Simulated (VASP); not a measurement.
A run of VASP 6.6.1 is set up as follows.

File POSCAR:

```
Ca
1.0
    3.9388753865      0.0000000000      0.0000000000
   -1.9694376932      3.4111661470      0.0000000000
    0.0000000000      0.0000000000      6.4568750671
Ca
2
Direct
    0.3333333333      0.6666666667      0.2500000000
    0.6666666667      0.3333333333      0.7500000000
```

Contents of INCAR.step1:

```
SYSTEM = Ca
PREC     = Accurate       ! precision mode
ENCUT    = 520            ! plane-wave cutoff, eV
ISMEAR   = 0              ! smearing method
SIGMA    = 0.1            ! smearing width, eV
LREAL    = .False.        ! projectors in reciprocal space
LASPH    = .True.         ! aspherical terms in the spheres
NELM     = 60             ! most SCF steps
NBANDS   = 17             ! bands
GGA      = PE             ! functional
ALGO     = Normal         ! electronic algorithm
EDIFF    = 1E-4           ! SCF threshold, eV
LWAVE    = .True.         ! write WAVECAR
LCHARG   = .False.        ! write CHGCAR
```

The input INCAR.step2:

```
SYSTEM = Ca
PREC     = Accurate       ! precision mode
ENCUT    = 520            ! plane-wave cutoff, eV
EDIFF    = 1E-6           ! SCF threshold, eV
ISMEAR   = 0              ! smearing method
SIGMA    = 0.1            ! smearing width, eV
LREAL    = .False.        ! projectors in reciprocal space
LASPH    = .True.         ! aspherical terms in the spheres
NELM     = 60             ! most SCF steps
ALGO     = Normal         ! electronic algorithm
ISIF     = 2              ! what is computed and relaxed
LWAVE    = .False.        ! write WAVECAR
LCHARG   = .True.         ! write CHGCAR
METAGGA  = R2SCAN         ! meta-GGA
LMIXTAU  = .True.       
LELF     = .True.         ! ELF
LVHAR    = .True.       
NBANDS   = 17             ! bands
ISTART   = 1
```

File KPOINTS:

```
Automatic mesh
0
Gamma
  12 12 8
  0 0 0
```

Potentials or basis: VASP PAW PBE potentials, release 64 (Ca_sv).

Command:

```bash
$ cat potpaw_PBE.64/Ca_sv/POTCAR > POTCAR
$ cp INCAR.step1 INCAR
$ mpirun -np 1 vasp_std > vasp.out
$ cp INCAR.step2 INCAR
$ mpirun -np 1 vasp_std > vasp.out
```

Problem. Estimate the band gap on the k mesh.

Solution. Zero (bands 10 and 11 overlap by 0.70 eV).

Problem. Estimate the pressure.

Solution. 0.1 GPa.

Caveat: the PAW data sets were made with another functional, which shifts forces and pressure a little.
